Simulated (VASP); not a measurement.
Here is a VASP 6.6.1 calculation.

The input INCAR:

```
SYSTEM = Ru
PREC     = Accurate       ! precision mode
ENCUT    = 600            ! plane-wave cutoff, eV
EDIFF    = 1E-6           ! SCF threshold, eV
ISMEAR   = -1             ! smearing method
SIGMA    = 0.1            ! smearing width, eV
LREAL    = .FALSE.        ! projectors in reciprocal space
LASPH    = .TRUE.         ! aspherical terms in the spheres
NELM     = 80             ! most SCF steps
ALGO     = Normal         ! electronic algorithm
ISIF     = 3              ! what is computed and relaxed
LWAVE    = .FALSE.        ! write WAVECAR
LCHARG   = .FALSE.        ! write CHGCAR
GGA      = RE             ! functional
IBRION   = 2              ! ionic algorithm
NSW      = 80             ! ionic steps
EDIFFG   = -0.01          ! ionic threshold
```

File KPOINTS:

```
regular mesh
0
G
  13 13 13
  0 0 0
```

POSCAR

```
Ru
1.0
    2.4462764308      0.0000000000      0.0000000000
    0.0000000000      2.4462764308      0.0000000000
    0.0000000000      0.0000000000      2.4462764308
Ru
1
Direct
    0.0000000000      0.0000000000      0.0000000000
```

Potentials or basis: VASP PAW PBE potentials, release 64 (Ru_pv).

Run with:

```bash
$ cat potpaw_PBE.64/Ru_pv/POTCAR > POTCAR
$ mpirun -np 1 vasp_std > vasp.out
```

(1) What does it give for the relaxed cell?

(2) What does it give for the band gap on the k mesh?

(3) What does it give for the space group after relaxing (to 0.1 Å)?

Results:

(1) a = 2.522 Å, b = 2.522 Å, c = 2.522 Å, α = 90.00°, β = 90.00°, γ = 90.00°.

(2) zero (bands 7 and 8 overlap by 4.25 eV).

(3) Pm-3m (No. 221).
